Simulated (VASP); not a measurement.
SiHC, 3 atoms in the cell. It takes space group P-6m2 (No. 187, hexagonal). The conventional cell has a = 3.644 Å, b = 3.644 Å, c = 3.191 Å, α = 90.00°, β = 90.00°, γ = 120.00°. Within 3.5 Å of Si (site symmetry -6m2) lie 6 C at 2.64 Å and 6 H at 2.64 Å and 2 Si at 3.19 Å. H (site symmetry -6m2) has 3 C at 2.10 Å and 6 Si at 2.64 Å within 2.8 Å. C (site symmetry -6m2) has 3 H at 2.10 Å and 6 Si at 2.64 Å within 2.8 Å. 

* Program: VASP 6.6.1
* Task: relaxation of cell and atoms
* Functional: PBE
* Potentials or basis: VASP PAW PBE potentials, release 64 (Si, H, C)
* Cutoff: 600 eV
* k mesh: 6 × 6 × 6
* Occupations: gaussian, width 0.1 eV
* Spin: no spin polarisation
* Dipole correction: no
* Further INCAR settings: ALGO = Normal; EDIFF = 1e-06; IBRION = 2; EDIFFG = -0.04; NSW = 90; ISIF = 3

Potentials or basis: VASP PAW PBE potentials, release 64 (Si, H, C).

The run is started by

```console
$ cat potpaw_PBE.64/Si/POTCAR potpaw_PBE.64/H/POTCAR potpaw_PBE.64/C/POTCAR > POTCAR
$ mpirun -np 1 vasp_std > vasp.out
```

Hardware: 1 thread of Intel(R) Xeon(R) 6975P-C (Granite Rapids), with other jobs on the host.

**Question.** How long does it take, and how much memory?

**Answer.** Wall time 31 s on 1 thread of Intel(R) Xeon(R) 6975P-C (Granite Rapids), with other jobs on the host, peak memory 0.17 GiB. Counts: scf iterations 62, k points 28, ion steps 9.
